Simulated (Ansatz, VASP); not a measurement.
## RuC5: VASP beside Ansatz

```
Ru C
1.0
     4.80756    0.00000    0.00000
    -2.40378    4.16347    0.00000
     0.00000    0.00000    2.77281
Ru C
1 5
Direct
  0.00000 0.00000 0.00000
  0.50000 0.00000 0.00000
  0.00000 0.50000 0.00000
  0.50000 0.50000 0.00000
  0.33333 0.66667 0.00000
  0.66667 0.33333 0.00000
```

Alike in both runs: functional PBE; k mesh 6 × 6 × 4; occupations gaussian, width 0.1 eV; no spin polarisation.

Ansatz relaxed the structure, and its values are those at the end. VASP's run is a single point on that final structure, the one shown.

|  | VASP | Ansatz |
| --- | --- | --- |
| version | VASP 6.6.1 | Ansatz 0.2.0 |
| potentials or method | VASP PAW PBE potentials, release 64 (Ru_pv, C), cutoff 520 eV | scalar-relativistic, plane waves, PAW |
| valence electrons in the cell | 34 | 36 |

```csv
,VASP,Ansatz,Ansatz less VASP
gap on the k mesh at the Fermi level (eV),none,none,-
pressure (GPa),0.2,-0.1,-0.21
```

A gap of «none» marks a metal or a gap that the smearing closes. The functional is the same, so the differences come from potentials, cutoffs and numerics. VASP's potentials hold 34 valence electrons a cell and Ansatz's 36, so a difference there can come from the potentials and not from the codes.

The k mesh is coarse, so the values compare programs but aren't converged.
